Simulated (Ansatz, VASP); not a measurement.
**SbPt in VASP and in Ansatz**

```
Sb Pt
1.0
     4.17078    0.00000    0.00000
    -2.08539    3.61200    0.00000
     0.00000    0.00000    5.46849
Sb Pt
2 2
Direct
  0.33333 0.66667 0.25000
  0.66667 0.33333 0.75000
  0.00000 0.00000 0.00000
  0.00000 0.00000 0.50000
```

Alike in both runs: functional PBEsol; k mesh 12 × 12 × 8; occupations gaussian, width 0.1 eV; no spin polarisation.

Ansatz relaxed the structure, and its values are those at the end. VASP's run is a single point on that final structure, the one shown.

|  | VASP | Ansatz |
| --- | --- | --- |
| version | VASP 6.6.1 | Ansatz 0.2.0 |
| potentials or method | VASP PAW PBE potentials, release 64 (Sb, Pt), cutoff 520 eV | scalar-relativistic, plane waves, PAW |
| valence electrons in the cell | 30 | 66 |

|  | VASP | Ansatz | Ansatz less VASP |
| --- | --- | --- | --- |
| gap on the k mesh at the Fermi level (eV) | none | none | - |
| pressure (GPa) | -0.2 | 0.0 | +0.23 |

VASP's potentials were made for PBE, not for PBEsol. A gap of «none» marks a metal or a gap that the smearing closes. VASP's potentials hold 30 valence electrons a cell and Ansatz's 66, so a difference there can come from the potentials and not from the codes.

Neither program's run includes spin-orbit coupling.
